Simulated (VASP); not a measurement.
Write the native input for VASP 6.6.1 that does the following.

| Property | Result |
| --- | --- |
| Task | single point |
| Functional | PBEsol |
| Potentials or basis | VASP PAW PBE potentials, release 64 (Ti_sv, Al) |
| Cutoff | 520 eV |
| k mesh | 14 × 14 × 14 |
| Occupations | gaussian, width 0.1 eV |
| Spin | no spin polarisation |
| Dipole correction | no |
| Further INCAR settings | ALGO = Fast; EDIFF = 1e-07; NBANDS = 18 |

The structure of TiAl3 lies in POSCAR:

```
TiAl3
1.0
    3.9483448104      0.0000000000      0.0000000000
    0.0000000000      3.9483448104      0.0000000000
    0.0000000000      0.0000000000      3.7114441217
Ti Al
1 3
Direct
    0.0000000000      0.0000000000      0.0000000000
    0.5000000000      0.5000000000      0.0000000000
    0.5000000000      0.0000000000      0.5000000000
    0.0000000000      0.5000000000      0.5000000000
```

This cell differs from its parent crystal: strain along c alone, the other axes held: -6.0 %.

One way to write it, as run:

INCAR

```
SYSTEM = TiAl3
PREC     = Accurate       ! precision mode
ENCUT    = 520            ! plane-wave cutoff, eV
EDIFF    = 1E-7           ! SCF threshold, eV
ISMEAR   = 0              ! smearing method
SIGMA    = 0.1            ! smearing width, eV
LREAL    = .FALSE.        ! projectors in reciprocal space
LASPH    = .TRUE.         ! aspherical terms in the spheres
NELM     = 100            ! most SCF steps
ALGO     = Fast           ! electronic algorithm
ISIF     = 2              ! what is computed and relaxed
LWAVE    = .FALSE.        ! write WAVECAR
LCHARG   = .TRUE.         ! write CHGCAR
GGA      = PS             ! functional
LELF     = .TRUE.         ! ELF
LVHAR    = .TRUE.       
NBANDS   = 18             ! bands
```

KPOINTS

```
Automatic mesh
0
G
  14 14 14
  0 0 0
```

Potentials or basis: VASP PAW PBE potentials, release 64 (Ti_sv, Al).

The run is started by

```sh
$ cat potpaw_PBE.64/Ti_sv/POTCAR potpaw_PBE.64/Al/POTCAR > POTCAR
$ mpirun -np 1 vasp_std > vasp.out
```

Results of the run:

```json
{
  "Pressure": "8.2 GPa",
  "Band gap on the k mesh": "zero (an odd number of electrons rules out a gap without spin polarisation)"
}
```

Caveat: the cell differs from its parent crystal (strain along c alone, the other axes held: -6.0 %); the stress differs along the axes, from 5 to 14 GPa; the PAW data sets were made with another functional, which shifts forces and pressure a little.

It took 6.7 min on 1 thread of Intel(R) Xeon(R) 6975P-C (Granite Rapids) (shared host), peak memory 0.38 GiB.
